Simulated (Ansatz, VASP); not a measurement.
One calculation of H, two programs

INCAR

```
SYSTEM = H
PREC = Accurate
ENCUT = 600
EDIFF = 1E-6
ISMEAR = -1
SIGMA = 0.05
LREAL = .False.
LASPH = .True.
NELM = 100
ALGO = Normal
ISIF = 3
LWAVE = .False.
LCHARG = .False.
GGA = PE
IBRION = 2
NSW = 100
EDIFFG = -0.005
```

The input KPOINTS:

```
regular mesh
0
Gamma
  14 14 14
  0 0 0
```

Contents of POSCAR:

```
H
1.0
    0.0000000000      2.2322827293      2.2322827293
    2.2322827293      0.0000000000      2.2322827293
    2.2322827293      2.2322827293      0.0000000000
H
2
Direct
    0.0000000000      0.0000000000      0.0000000000
    0.2500000000      0.2500000000      0.2500000000
```

Input for Ansatz:

```yaml
crystal:
  lattice:
    - [0.0, 2.2322827293, 2.2322827293]
    - [2.2322827293, 0.0, 2.2322827293]
    - [2.2322827293, 2.2322827293, 0.0]
  atoms:
    - { symbol: H, position: [0.0, 0.0, 0.0] }
    - { symbol: H, position: [0.25, 0.25, 0.25] }
kpoints:
  mp_grid: { grid: [14, 14, 14] }
scf:
  occupations: { method: fermi_dirac, width: 0.05 }
  mixing: { preconditioner: local_kerker }
hamiltonian:
  xc: pbe
  pseudopotentials: { kind: paw, azcp: { folder: soft_1 } }
output:
  forces: true
  stress: true
  write_density: true
  write_potential: true
  elf: true
  volumetric_format: npy
relax:
  f_tol: 0.005
  max_steps: 80
  cell: {}
```

Alike in both runs: task relaxation of cell and atoms; functional PBE; k mesh 14 × 14 × 14; occupations fermi-dirac, width 0.05 eV; no spin polarisation.

|  | VASP | Ansatz |
| --- | --- | --- |
| version | VASP 6.6.1 | Ansatz 0.2.0 |
| potentials or method | VASP PAW PBE potentials, release 64 (H) | PAW with Ansatz's earlier generated frozen-core files (soft_1), scalar-relativistic |
| plane-wave cutoff (eV) | 600 | 420 |
| valence electrons in the cell | 2 | 2 |

|  | VASP | Ansatz | Ansatz less VASP |
| --- | --- | --- | --- |
| gap on the k mesh at the Fermi level, each at its own relaxed structure (eV) | none | none | - |
| relaxed volume (Å³/atom) | 3.42 | 3.41 | -0.004 |
| relaxed cell length with the largest relative difference (Å) | 2.130 | 2.129 | -0.0009 |

A gap of «none» marks a metal or a gap that the smearing closes.

Noted on VASP's run: the volume moved by over 15 % at a fixed basis, so the end points are rough.
